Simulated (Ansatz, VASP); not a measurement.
**Two plane-wave programs on Ge**

The input INCAR:

```
ALGO = Normal
EDIFF = 1E-7
EDIFFG = -0.005
ENCUT = 600
GGA = PS
IBRION = 2
ISIF = 3
ISMEAR = 0
LASPH = T
LCHARG = F
LREAL = F
LWAVE = F
NELM = 60
NSW = 70
PREC = Accurate
SIGMA = 0.1
```

KPOINTS

```
k-points
0
Gamma
  14 14 14
```

File POSCAR:

```
Ge
1.0
    0.0000000000      2.8805364545      2.8805364545
    2.8805364545      0.0000000000      2.8805364545
    2.8805364545      2.8805364545      0.0000000000
Ge
2
Direct
    0.0000000000      0.0000000000      0.0000000000
    0.2500000000      0.2500000000      0.2500000000
```

Input for Ansatz:

```yaml
crystal:
  lattice:
    - [0.0, 2.8805364529, 2.8805364529]
    - [2.8805364529, 0.0, 2.8805364529]
    - [2.8805364529, 2.8805364529, 0.0]
  atoms:
    - { symbol: Ge, position: [0.0, 0.0, 0.0] }
    - { symbol: Ge, position: [0.25, 0.25, 0.25] }
basis:
  ecutwfc: 420
kpoints:
  mp_grid: { grid: [14, 14, 14] }
hamiltonian:
  xc: pbesol
scf:
  occupations: { method: gaussian, width: 0.1 }
output:
  forces: true
  stress: true
  eigenvalues: true
relax:
  adjacent_minimum: "off"
  f_tol: 0.005
  max_steps: 50
  cell: { stress_tol: 0.05 }
```

Alike in both runs: task relaxation of cell and atoms; functional PBEsol; k mesh 14 × 14 × 14; occupations gaussian, width 0.1 eV; no spin polarisation.

|  | VASP | Ansatz |
| --- | --- | --- |
| version | VASP 6.6.1 | Ansatz 0.2.0 |
| potentials or method | VASP PAW PBE potentials, release 64 (Ge_d), cutoff 600 eV | scalar-relativistic, plane waves, PAW |
| valence electrons in the cell | 28 | 28 |

```csv
,VASP,Ansatz,Ansatz less VASP
"gap on the k mesh at the Fermi level, each at its own relaxed structure (eV)",none,none,-
relaxed volume (Å³/atom),22.86,22.84,-0.014
relaxed cell length with the largest relative difference (Å),4.013,4.013,-0.0008
```

VASP's potentials were made for PBE, not for PBEsol. A gap of «none» marks a metal or a gap that the smearing closes.
